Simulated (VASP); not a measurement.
Here is a VASP 6.6.1 calculation.

Contents of INCAR:

```
SYSTEM = TaN
ALGO     = Normal         ! electronic algorithm
EDIFF    = 1E-8           ! SCF threshold, eV
ENCUT    = 520            ! plane-wave cutoff, eV
GGA      = PS             ! functional
ISIF     = 2              ! what is computed and relaxed
ISMEAR   = -1             ! smearing method
LASPH    = .TRUE.         ! aspherical terms in the spheres
LCHARG   = .FALSE.        ! write CHGCAR
LEFG     = .TRUE.       
LREAL    = .FALSE.        ! projectors in reciprocal space
LWAVE    = .FALSE.        ! write WAVECAR
NBANDS   = 24             ! bands
NELM     = 60             ! most SCF steps
PREC     = Accurate       ! precision mode
SIGMA    = 0.01           ! smearing width, eV
```

Contents of KPOINTS:

```
k-points
0
G
  9 9 5
  0 0 0
```

The input POSCAR:

```
TaN
1.0
    3.0500010905      0.0000000000      0.0000000000
   -1.5250005453      2.6413784260      0.0000000000
    0.0000000000      0.0000000000      4.9894000000
Ta N
2 2
Direct
    0.3333333333      0.6666666667      0.0000000000
    0.6666666667      0.3333333333      0.5000000000
    0.3333333333      0.6666666667      0.3850000000
    0.6666666667      0.3333333333      0.8850000000
```

Potentials or basis: VASP PAW PBE potentials, release 64 (Ta_pv, N).

The run is started by

```console
$ cat potpaw_PBE.64/Ta_pv/POTCAR potpaw_PBE.64/N/POTCAR > POTCAR
$ mpirun -np 1 vasp_std > vasp.out
```

(1) What does it give for the pressure?

(2) What does it give for the band gap on the k mesh?

(3) Predict the largest force.

Answers

(1) 123.0 GPa.

(2) zero (bands 16 and 17 overlap by 2.22 eV).

(3) 2.804 eV/Å.

Caveat: the cell differs from its parent crystal (zz strain of +1 %); the cell stands under pressure; without QUAD_EFG the Cq values of the log hold for a quadrupole moment of 1 mb, not for the nuclei; the PAW data sets were made with another functional, which shifts forces and pressure a little; spin-orbit coupling is left out, which moves the levels of the heavy elements.
